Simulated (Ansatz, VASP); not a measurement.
## CuO, level by level in two programs

```
CELL_PARAMETERS angstrom
2.32891 -1.70190 0.00000
2.32891 1.70190 0.00000
-0.85478 0.00000 5.02548
ATOMIC_POSITIONS crystal
Cu 0.49680 0.00320 0.50000
Cu 0.00320 0.49680 0.00000
O 0.40560 0.57140 0.75370
O 0.57140 0.40560 0.25370
```

Single points on this cell with VASP 6.6.1 and Ansatz 0.2.0. Each row is one pair of runs. Alike in all rows: spin: off; k mesh: 10 × 10 × 5; smearing: fermi-dirac, width 0.05 eV; Ansatz's potentials, cutoff: Ansatz PAW, 420 eV.

```tsv
level	VASP's potentials, cutoff	gap on the k mesh at the Fermi level (eV), VASP	gap on the k mesh at the Fermi level (eV), Ansatz	pressure (GPa), VASP	pressure (GPa), Ansatz	rms of the force components (eV/Å), VASP	rms of the force components (eV/Å), Ansatz
RPBE	VASP PAW PBE potentials, release 64 (Cu, O), 520 eV	none	none	16.1	15.4	0.480	0.468
LDA	VASP PAW LDA potentials, release 64 (Cu, O), 520 eV	none	none	-5.3	-6.1	0.448	0.439
RPBE	VASP PAW PBE potentials, release 64 (Cu_sv_GW, O), 700 eV	?	none	?	15.4	?	0.468
```

Q: Fill in what VASP gave in row 3.

A: gap on the k mesh at the Fermi level (eV): none; pressure (GPa): 12.3; rms of the force components (eV/Å): 0.470.

VASP's potentials hold 34 valence electrons a cell and Ansatz's 50 in some rows, so a difference there can come from the potentials and not from the codes.

A gap of «none» marks a metal or a gap that the smearing closes.
